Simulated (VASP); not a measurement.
Input of a VASP 6.6.1 run:

File INCAR:

```
SYSTEM = Al
PREC = Accurate ; ENCUT = 500
EDIFF = 1E-7 ; ISMEAR = 0
SIGMA = 0.1 ; LREAL = .False.
LASPH = .True. ; NELM = 120
ALGO = Normal ; ISIF = 3
LWAVE = .False. ; LCHARG = .False.
GGA = PS ; IBRION = 2
NSW = 90 ; EDIFFG = -0.04
GGA_COMPAT = .False. ; NELMIN = 4
```

File KPOINTS:

```
Automatic mesh
0
Gamma
  6 6 6
  0 0 0
```

The input POSCAR:

```
Al
1.0
    1.5080245649      0.8706583885      7.2881880975
   -1.5080245649      0.8706583885      7.2881880975
    0.0000000000     -1.7413167770      7.2881880975
Al
3
Direct
    0.0000000000      0.0000000000      0.0000000000
    0.2222200000      0.2222200000      0.2222200000
    0.7777800000      0.7777800000      0.7777800000
```

Potentials or basis: VASP PAW PBE potentials, release 64 (Al).

The run is started by

```sh
$ cat potpaw_PBE.64/Al/POTCAR > POTCAR
$ mpirun -np 1 vasp_std > vasp.out
```

Q: Estimate the space group after relaxing (to 0.1 Å).

A: R-3m (No. 166).

Q: Predict the relaxed volume.

A: 16.46 Å³/atom.

Q: What does it give for the relaxed cell?

A: a = 7.098 Å, b = 7.098 Å, c = 7.098 Å, α = 23.36°, β = 23.36°, γ = 23.36°.

Forces on the atoms (eV/Å):
```
Al   0.000  0.000  0.000
Al   0.000  0.000  0.033
Al   0.000  0.000 -0.033
```

Caveat: the k points lie up to 0.42 Å⁻¹ apart in the final cell, too coarse for converged energies and pressures of a metal; the PAW data sets were made with another functional, which shifts forces and pressure a little.
